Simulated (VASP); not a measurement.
Here is a VASP 6.6.1 calculation.

INCAR

```
SYSTEM = NaCl
PREC = Accurate ; ENCUT = 520
EDIFF = 1E-6 ; ISMEAR = 0
SIGMA = 0.01 ; LREAL = .False.
LASPH = .True. ; NELM = 80
ALGO = Normal ; ISIF = 2
LWAVE = .False. ; LCHARG = .False.
GGA = PS ; NBANDS = 14
```

File KPOINTS:

```
regular mesh
0
Gamma
  6 6 6
  0 0 0
```

File POSCAR:

```
NaCl
1.0
    3.4595458397      0.0000000000      0.0000000000
    0.0000000000      3.4595458397      0.0000000000
    0.0000000000      0.0000000000      3.4595458397
Na Cl
1 1
Direct
    0.0000000000      0.0000000000      0.0000000000
    0.5000000000      0.5000000000      0.5000000000
```

Potentials or basis: VASP PAW PBE potentials, release 64 (Na_pv, Cl).

The run is started by

```sh
$ cat potpaw_PBE.64/Na_pv/POTCAR potpaw_PBE.64/Cl/POTCAR > POTCAR
$ mpirun -np 1 vasp_std > vasp.out
```

Q: Estimate the band gap on the k mesh.

A: 3.95 eV, indirect (least direct gap 4.49 eV).

Q: Estimate the pressure.

A: -0.3 GPa.

Caveat: the PAW data sets were made with another functional, which shifts forces and pressure a little. A hybrid or GW would open this gap; PBEsol tends to underestimate it.
